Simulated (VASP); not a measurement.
Wanted: the native input for a VASP 6.6.1 run.

```
Task                   : single point
Functional             : PBE
Potentials or basis    : VASP PAW PBE potentials, release 64 (Cs_sv)
Cutoff                 : 520 eV
k mesh                 : 8 × 8 × 8
Occupations            : fermi-dirac, width 0.1 eV
Spin                   : no spin polarisation
Dipole correction      : no
Further INCAR settings : ALGO = Normal; EDIFF = 1e-06; NBANDS = 10
```

The structure of Cs lies in POSCAR:

```
Cs
1.0
    3.0252126364      0.0000000000      0.0000000000
    0.0000000000      3.0252126364      0.0000000000
    0.0000000000      0.0000000000      3.0252126364
Cs
1
Direct
    0.0000000000      0.0000000000      0.0000000000
```

These files were run (other wordings do the same):

INCAR

```
SYSTEM = Cs
PREC = Accurate
ENCUT = 520
EDIFF = 1E-6
ISMEAR = -1
SIGMA = 0.1
LREAL = .False.
LASPH = .True.
NELM = 60
ALGO = Normal
ISIF = 2
LWAVE = .False.
LCHARG = .False.
GGA = PE
NBANDS = 10
```

KPOINTS

```
regular mesh
0
Gamma
  8 8 8
  0 0 0
```

Potentials or basis: VASP PAW PBE potentials, release 64 (Cs_sv).

The run is started by

```sh
$ cat potpaw_PBE.64/Cs_sv/POTCAR > POTCAR
$ mpirun -np 1 vasp_std > vasp.out
```

Results of the run:

| Quantity | Value |
| --- | --- |
| Pressure | 31.5 GPa |

Run time: 3.9 s on 1 thread of Intel Xeon 6975P-C (shared host), peak memory 0.14 GiB.
